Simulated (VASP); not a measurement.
# PtS2 (P-3m1) in VASP: further runs

PtS2 is run at these levels: PBE+D3(BJ); tasks: single point, relaxation of cell and atoms.

All numbers are computed with VASP 6.6.1; they aren't measurements. Logs are shortened: lines on timing, memory, paths and dates and some standing lists are left out, and cuts for length are marked.

## (1) The cell of the first run

The structure is trigonal, space group P-3m1 (No. 164). Conventional cell: a = 3.583 Å, b = 3.583 Å, c = 4.662 Å, α = 90.00°, β = 90.00°, γ = 120.00°. Within 3.2 Å of Pt (site symmetry -3m) lie 6 S at 2.39 Å. Within 3.2 Å of S (site symmetry 3m) lie 3 Pt at 2.39 Å and 6 S at 3.06 to 3.18 Å.

## (2) Single point, PBE+D3(BJ)

INCAR reads:

```
SYSTEM = PtS2
ALGO = Normal
EDIFF = 1E-6
ENCUT = 520
GGA = PE
ISIF = 2
ISMEAR = 0
IVDW = 12
LASPH = .TRUE.
LCHARG = .TRUE.
LELF = .TRUE.
LREAL = .FALSE.
LVHAR = .TRUE.
LWAVE = .FALSE.
NBANDS = 18
NELM = 60
PREC = Accurate
SIGMA = 0.02
```

KPOINTS reads:

```
k-points
0
G
  12 12 8
  0 0 0
```

POSCAR reads:

```
PtS2
1.0
    3.5833083155      0.0000000001      0.0000000000
   -1.7916541578      3.1032360308      0.0000000000
    0.0000000000      0.0000000000      4.6622756918
Pt S
1 2
Direct
    0.0000000000      0.0000000000      0.0000000000
    0.3333333333      0.6666666667      0.2587516661
    0.6666666667      0.3333333333      0.7412483339
```

Potentials or basis: VASP PAW PBE potentials, release 64 (Pt, S).

Command:

```sh
$ cat potpaw_PBE.64/Pt/POTCAR potpaw_PBE.64/S/POTCAR > POTCAR
$ mpirun -np 1 vasp_std > vasp.out
```

OUTCAR:

```text
SYSTEM = PtS2
   EDIFF = 1E-6
   ENCUT = 520
   GGA = PE
   ISIF = 2
   ISMEAR = 0
   IVDW = 12
   LASPH = .TRUE.
   LREAL = .FALSE.
   NELM = 60
   PREC = Accurate
 IVDW          = 12

 ion  position               nearest neighbor table
   1  0.000  0.000  0.000-   2 2.39   3 2.39   3 2.39   2 2.39   3 2.39   2 2.39
   2  0.333  0.667  0.259-   1 2.39   1 2.39   1 2.39
   3  0.667  0.333  0.741-   1 2.39   1 2.39   1 2.39

  LATTYP: Found a hexagonal cell.
 ALAT       =     3.5833083155
 C/A-ratio  =     1.3011092770

  Lattice vectors:

 A1 = (   3.5833083155,   0.0000000001,   0.0000000000)
 A2 = (  -1.7916541578,   3.1032360308,   0.0000000000)
 A3 = (   0.0000000000,   0.0000000000,   4.6622756918)

Analysis of symmetry for initial positions (statically):
=====================================================================
 Subroutine PRICEL returns:
 Original cell was already a primitive cell.

 Routine SETGRP: Setting up the symmetry group for a
 hexagonal supercell.

 Subroutine GETGRP returns: Found 12 space group operations
 (whereof 12 operations were pure point group operations)
 out of a pool of 24 trial point group operations.

The static configuration has the point symmetry D_3d.

Analysis of symmetry for dynamics (positions and initial velocities):
=====================================================================
 Subroutine PRICEL returns:
 Original cell was already a primitive cell.

 Routine SETGRP: Setting up the symmetry group for a
 hexagonal supercell.

 Subroutine GETGRP returns: Found 12 space group operations
 (whereof 12 operations were pure point group operations)
 out of a pool of 24 trial point group operations.

The dynamic configuration has the point symmetry D_3d.

 Subroutine INISYM returns: Found 12 space group operations
 (whereof 12 operations are pure point group operations),
 and found     1 'primitive' translations

----------------------------------------------------------------------------------------

                                     Primitive cell

  volume of cell :      51.8438

  direct lattice vectors                    reciprocal lattice vectors
     3.583308316  0.000000000  0.000000000     0.279071716  0.161122130  0.000000000
    -1.791654158  3.103236031  0.000000000    -0.000000000  0.322244261  0.000000000
     0.000000000  0.000000000  4.662275692     0.000000000  0.000000000  0.214487531

  length of vectors
     3.583308316  3.583308316  4.662275692     0.322244261  0.322244261  0.214487531

  position of ions in fractional coordinates (direct lattice)
     0.000000000  0.000000000  0.000000000
     0.333333333  0.666666667  0.258751666
     0.666666667  0.333333333  0.741248334

  ion indices of the primitive-cell ions
   primitive index   ion index
                 1           1
                 2           2
                 3           3

----------------------------------------------------------------------------------------

 KPOINTS: k-points

Automatic generation of k-mesh.
 Grid dimensions read from file:
 generate k-points for:   12   12    8

 Generating k-lattice:

  Cartesian coordinates                     Fractional coordinates (reciprocal lattice)
     0.023255976  0.013426844  0.000000000     0.083333333  0.000000000  0.000000000
    -0.000000000  0.026853688  0.000000000     0.000000000  0.083333333  0.000000000
     0.000000000  0.000000000  0.026810941     0.000000000  0.000000000  0.125000000

  Length of vectors
     0.026853688  0.026853688  0.026810941

  Shift w.r.t. Gamma in fractional coordinates (k-lattice)
     0.000000000  0.000000000  0.000000000

 Subroutine IBZKPT returns following result:
 ===========================================

 Found    131 irreducible k-points:

 Following reciprocal coordinates:
            Coordinates               Weight
  0.000000  0.000000  0.000000      1.000000
  0.083333  0.000000  0.000000      6.000000
  0.166667  0.000000  0.000000      6.000000
  0.250000  0.000000  0.000000      6.000000
  0.333333  0.000000  0.000000      6.000000
  0.416667  0.000000  0.000000      6.000000
[... 16 lines left out ...]
  0.166667  0.000000  0.125000      6.000000
  0.000000  0.166667  0.125000      6.000000
 [... further k-points ...]
   k-points           NKPTS =    131   k-points in BZ     NKDIM =    131   number of bands    NBANDS=     18
   number of dos      NEDOS =    301   number of ions     NIONS =      3
   total plane-waves  NPLWV =  28224
   dimension x,y,z NGX =    28 NGY =   28 NGZ =   36
   dimension x,y,z NGXF=    56 NGYF=   56 NGZF=   72
   ions per type =               1   2
   NGX,Y,Z   is equivalent  to a cutoff of  12.99, 12.99, 12.84 a.u.
   NGXF,Y,Z  is equivalent  to a cutoff of  25.98, 25.98, 25.67 a.u.
 SYSTEM =  PtS2
   PREC   = accura    normal or accurate (medium, high low for compatibility)
   ISTART =      0    job   : 0-new  1-cont  2-samecut
   ICHARG =      2    charge: 1-file 2-atom 10-const
   ISPIN  =      1    spin polarized calculation?
   LNONCOLLINEAR =      F non collinear calculations
   LSORBIT =      F    spin-orbit coupling
   LASPH  =      T    aspherical Exc in radial PAW
   ENCUT  =  520.0 eV  38.22 Ry    6.18 a.u.   6.66  6.66  8.67*2*pi/ulx,y,z
   NELM   =     60;   NELMIN=  2; NELMDL= -5     # of ELM steps
   EDIFF  = 0.1E-05   stopping-criterion for ELM
   LREAL  =      F    real-space projection
   EDIFFG = 0.1E-04   stopping-criterion for IOM
   NSW    =      0    number of steps for IOM
   IBRION =     -1    ionic relax: 0-MD 1-quasi-New 2-CG
   NFREE  =      0    steps in history (QN), initial steepest desc. (CG)
   ISIF   =      2    stress and relaxation
   ISYM   =      2    0-nonsym 1-usesym 2-fastsym
   POTIM  = 0.5000    time-step for ionic-motion
   TEBEG  =    0.0;   TEEND  =   0.0 temperature during run
   PSTRESS=    0.0 pullay stress
   NELECT =      22.0000    total number of electrons
   NUPDOWN=      -1.0000    fix difference up-down
   EMIN   =  10.00;   EMAX   =-10.00  energy-range for DOS
   EFERMI =   0.00;   METHOD = LEGACY
   ISMEAR =     0;   SIGMA  =   0.02  broadening in eV -4-tet -1-fermi 0-gaus
   EFERMI_NEDOS =   21; number of points for ismear=-14 and -15
   IALGO  =     38    algorithm
   IMIX   =      4    mixing-type and parameters
     AMIX     =   0.40;   BMIX     =  1.00
     AMIX_MAG =   1.60;   BMIX_MAG =  1.00
  volume/ion in A,a.u.               =      17.28       116.62
  Fermi-wavevector in a.u.,A,eV,Ry     =   1.230222  2.324782 20.591678  1.513446
  Thomas-Fermi vector in A             =   2.365079
   LORBIT       =      0    0 simple, 1 ext, 2 COOP (PROOUT), +10 PAW based schemes
   GGA     = PE    functional components
   LHFCALC =     F    Hartree Fock is set to
   AEXX    =    0.0000 exact exchange contribution
   IVDW    =    12    specifies the selected vdW correction
   LEPSILON=     F    determine dielectric tensor
   LRPA    =     F    only Hartree local field effects (RPA)
 non-spin polarized calculation
 Gauss-broadening in eV      SIGMA  =   0.02
  energy-cutoff  :      520.00
  volume of cell :       51.84
 maximum number of plane-waves:      1421
 NGX is ok and might be reduce to    28
   NGX = 13   NGY = 13   NGZ = 17

 number of electron      21.9999997 magnetization

 Free energy of the ion-electron system (eV)
  ---------------------------------------------------
  ext. energy  EPLUGINS =         0.00000000
  ---------------------------------------------------
  free energy    TOTEN  =       -15.31598542 eV

  energy without entropy =      -15.31598266  energy(sigma->0) =      -15.31598404

 E-fermi :   8.0341     XC(G=0): -11.0440

 val. band max:        8.0052525434   @ k =   0.0000   0.0000   0.0000
 cond. band min:       8.0724578042   @ k =   0.0000   0.3333   0.2500
 fundamental gap:      0.0672052608
 Fermi energy:         8.0341056236

 k-point     1 :       0.0000    0.0000    0.0000
  band No.  band energies     occupation
      1      -7.9904      2.00000
      2      -4.5655      2.00000
      3       0.3363      2.00000
      4       0.8889      2.00000
      5       0.8889      2.00000
      6       3.7293      2.00000
[... 10 lines left out ...]
     17      15.3498      0.00000
     18      20.3094      0.00000

 k-point     2 :       0.0833    0.0000    0.0000
  band No.  band energies     occupation
      1      -7.9035      2.00000
      2      -4.6295      2.00000
      3       0.4336      2.00000
      4       0.9469      2.00000
      5       0.9861      2.00000
      6       3.6025      2.00000
[... 10 lines left out ...]
     17      15.6064      0.00000
     18      18.9325      0.00000

 k-point     3 :       0.1667    0.0000    0.0000
  band No.  band energies     occupation
      1      -7.6513      2.00000
      2      -4.7995      2.00000
      3       0.7087      2.00000
      4       1.1081      2.00000
      5       1.2568      2.00000
      6       3.1597      2.00000
[... 10 lines left out ...]
     17      16.2412      0.00000
     18      17.5061      0.00000

 k-point     4 :       0.2500    0.0000    0.0000
  band No.  band energies     occupation
      1      -7.2606      2.00000
      2      -5.0283      2.00000
      3       1.0898      2.00000
      4       1.3295      2.00000
      5       1.6234      2.00000
      6       2.4403      2.00000
[... 375 lines left out ...]
      4       0.9382      2.00000
      5       1.1100      2.00000
      6       3.5572      2.00000
[... 10 lines left out ...]
     17      15.8393      0.00000
     18      18.2701      0.00000

 k-point    23 :       0.1667    0.0000    0.1250
  band No.  band energies     occupation
      1      -7.5762      2.00000
      2      -4.9688      2.00000
      3       0.7617      2.00000
      4       1.1516      2.00000
      5       1.3805      2.00000
      6       3.2383      2.00000
[... 10 lines left out ...]
     17      15.6679      0.00000
     18      17.1047      0.00000

 k-point    24 :       0.0000    0.1667    0.1250
  band No.  band energies     occupation
      1      -7.5860      2.00000
      2      -4.9318      2.00000
      3       0.6045      2.00000
      4       1.0764      2.00000
      5       1.5476      2.00000
      6       3.0121      2.00000
[... 10 lines left out ...]
     17      16.7621      0.00000
     18      17.0453      0.00000

 [... further k-points ...]

------------------------ aborting loop because EDIFF is reached ----------------------------------------

 Edisp (eV)   -1.35423

 E8    (eV) :    -0.5437

  FORCE on cell =-STRESS in cart. coord.  units (eV):
  Direction    XX          YY          ZZ          XY          YZ          ZX
  --------------------------------------------------------------------------------------
  -------------------------------------------------------------------------------------
  Total      -0.18108    -0.18108    -0.10074    -0.00000     0.00000     0.00000
  in kB      -5.59622    -5.59622    -3.11321    -0.00000     0.00000     0.00000
  external pressure =       -4.77 kB  Pullay stress =        0.00 kB

 VOLUME and BASIS-vectors are now :
 -----------------------------------------------------------------------------
  energy-cutoff  :      520.00
  volume of cell :       51.84
      direct lattice vectors                 reciprocal lattice vectors
     3.583308316  0.000000000  0.000000000     0.279071716  0.161122130  0.000000000
    -1.791654158  3.103236031  0.000000000    -0.000000000  0.322244261  0.000000000
     0.000000000  0.000000000  4.662275692     0.000000000  0.000000000  0.214487531

 POSITION                                       TOTAL-FORCE (eV/Angst)
 -----------------------------------------------------------------------------------
      0.00000      0.00000      0.00000        -0.000000     -0.000000      0.000000
     -0.00000      2.06882      1.20637        -0.000000      0.000000     -0.043353
      1.79165      1.03441      3.45590         0.000000     -0.000000      0.043353
 -----------------------------------------------------------------------------------
    total drift:                               -0.000000     -0.000000     -0.000000

  FREE ENERGIE OF THE ION-ELECTRON SYSTEM (eV)
  ---------------------------------------------------
  free  energy   TOTEN  =       -16.6702114843 eV

  energy  without entropy=      -16.6702087178  energy(sigma->0) =      -16.67021010
```

Run time: 2.6 min. Hardware: 1 thread of Intel Xeon 8259CL, shared host; peak memory 0.27 GiB.

What came out:

```yaml
Free_energy: -16.6702 eV
Pressure: -0.5 GPa
Largest_force: 0.043 eV/Å
Band_gap_on_the_k_mesh: 0.07 eV (least direct gap 0.69 eV)
Dispersion_energy_per_atom: -0.451 eV
```

Forces in eV/Å, atoms in the order of the input:
```
Pt   0.000  0.000  0.000
S    0.000  0.000 -0.043
S    0.000  0.000  0.043
```

Levels at points of the mesh, in eV from the valence-band top:
```csv
k point,band 9,band 10,band 11,band 12,band 13,band 14
"(0.00, 0.00, 0.00)",-1.64,-1.64,0.00,1.11,1.11,3.58
"(0.50, 0.00, 0.00)",-3.63,-3.54,-3.01,0.71,2.25,5.21
"(0.00, 0.00, 0.50)",-2.17,-2.17,-1.59,2.20,2.20,5.25
"(0.50, 0.00, 0.50)",-3.29,-3.22,-1.59,0.72,1.59,4.83
```

Caveat: spin-orbit coupling is left out, which moves the levels of the heavy elements. A k mesh can miss the band edges.

## (3) Relaxation of cell and atoms, PBE+D3(BJ)

This run uses another cell than the first one, of 18.26 Å³/atom.

INCAR reads:

```
  ALGO = Normal
  EDIFF = 1E-6
  EDIFFG = -0.005
  ENCUT = 600
  GGA = PE
  IBRION = 2
  ISIF = 3
  ISMEAR = 0
  IVDW = 12
  LASPH = True
  LCHARG = False
  LREAL = False
  LWAVE = False
  NELM = 100
  NSW = 100
  PREC = Accurate
  SIGMA = 0.02
```

KPOINTS reads:

```
k-points
0
Gamma
  12 12 8
```

POSCAR reads:

```
PtS2
1.0
    3.5431995404      0.0000000000      0.0000000000
   -1.7715997703      3.0685008127      0.0000000000
    0.0000000000      0.0000000000      5.0388000919
Pt S
1 2
Direct
    0.0000000000      0.0000000000      0.0000000000
    0.3333333333      0.6666666667      0.2500000000
    0.6666666667      0.3333333333      0.7500000000
```

Potentials or basis: VASP PAW PBE potentials, release 64 (Pt, S).

Command:

```sh
$ cat potpaw_PBE.64/Pt/POTCAR potpaw_PBE.64/S/POTCAR > POTCAR
$ mpirun -np 1 vasp_std > vasp.out
```

It took 23 min on 1 thread of Intel Xeon 8259CL, shared host; peak memory 0.31 GiB.

Results (log left out):

| Quantity | Value |
| --- | --- |
| Free energy | -16.6712 eV |
| Relaxed volume | 17.29 Å³/atom |
| Relaxed cell | a = 3.579 Å, b = 3.579 Å, c = 4.677 Å, α = 90.00°, β = 90.00°, γ = 120.00° |
| Space group after relaxing (to 0.1 Å) | P-3m1 (No. 164) |
| Energy gained by relaxing | 10.7 meV/atom |
| Ionic steps | 17 |
| Pressure after relaxing | 0.0 GPa |
| Band gap on the k mesh | 0.10 eV (least direct gap 0.70 eV) |
| Dispersion energy per atom | -0.451 eV |

The path:
```csv
step,energy change (eV),largest force (eV/Å),pressure (GPa),volume (Å³)
1,0.0000,0.3421,-1.86,54.78
2,-0.0043,0.2967,3.32,53.11
3,-0.0115,0.0067,0.94,53.84
4,-0.0206,0.0748,0.09,54.02
5,-0.0216,0.1069,-0.32,54.10
6,-0.0233,0.1174,-0.17,53.85
7,-0.0272,0.1477,0.30,53.10
8,-0.0288,0.2075,1.45,51.60
9,-0.0293,0.1927,1.15,52.01
10,-0.0299,0.1730,0.98,51.98
11,-0.0312,0.1134,0.50,51.89
12,-0.0312,0.0018,-0.40,51.71
13,-0.0317,0.0523,0.03,51.80
14,-0.0317,0.0478,0.02,51.80
15,-0.0320,0.0347,0.00,51.82
16,-0.0322,0.0090,0.00,51.86
17,-0.0322,0.0019,-0.03,51.88
```

Final structure:
```
Pt S
1.0
     3.57879    0.00000    0.00000
    -1.78940    3.09933    0.00000
     0.00000    0.00000    4.67738
Pt S
1 2
Direct
  0.00000 0.00000 0.00000
  0.33333 0.66667 0.25780
  0.66667 0.33333 0.74220
```

Levels at points of the mesh, in eV from the valence-band top:
```csv
k point,band 9,band 10,band 11,band 12,band 13,band 14
"(0.00, 0.00, 0.00)",-1.62,-1.62,0.00,1.17,1.17,3.62
"(0.50, 0.00, 0.00)",-3.62,-3.53,-2.98,0.75,2.27,5.22
"(0.00, 0.00, 0.50)",-2.14,-2.14,-1.56,2.23,2.23,5.26
"(0.50, 0.00, 0.50)",-3.27,-3.21,-1.58,0.77,1.63,4.85
```

Caveat: spin-orbit coupling is left out, which moves the levels of the heavy elements. A k mesh can miss the band edges.
